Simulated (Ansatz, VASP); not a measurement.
# One calculation of ZnPb2N2, two programs

```
Zn Pb N
1.0
     3.61438    0.00000    0.00000
    -1.80719    3.13015    0.00000
     0.00000    0.00000    9.57354
Zn Pb N
1 2 2
Direct
  0.00000 0.00000 0.50000
  0.66667 0.33333 0.18693
  0.33333 0.66667 0.81307
  0.00000 0.00000 0.69832
  0.00000 0.00000 0.30168
```

Alike in both runs: task single point; functional PBE; dispersion D3(BJ); k mesh 9 × 9 × 4; occupations gaussian, width 0.05 eV; no spin polarisation.

|  | VASP | Ansatz |
| --- | --- | --- |
| version | VASP 6.6.1 | Ansatz 0.2.0 |
| potentials or method | VASP PAW PBE potentials, release 64 (Zn, Pb_d, N), cutoff 520 eV | scalar-relativistic, plane waves, PAW |
| valence electrons in the cell | 50 | 50 |

Ansatz gave:

| Property | Result |
| --- | --- |
| gap on the k mesh at the Fermi level (eV) | 0.84 |
| least direct gap on the mesh (eV) | 1.37 |
| pressure (GPa) | -3.2 |
| traceless stress, the component that is largest in VASP (GPa) | -4.84 |
| rms of the force components (eV/Å) | 0.322 |

Problem. What did VASP give for the same quantities?

Solution. gap on the k mesh at the Fermi level (eV): 0.83; least direct gap on the mesh (eV): 1.36; pressure (GPa): -3.1; traceless stress, the component that is largest in VASP (GPa): -4.49; rms of the force components (eV/Å): 0.294.

Atom by atom the forces differ by 0.028 eV/Å (rms over components).

Neither program's run includes spin-orbit coupling.
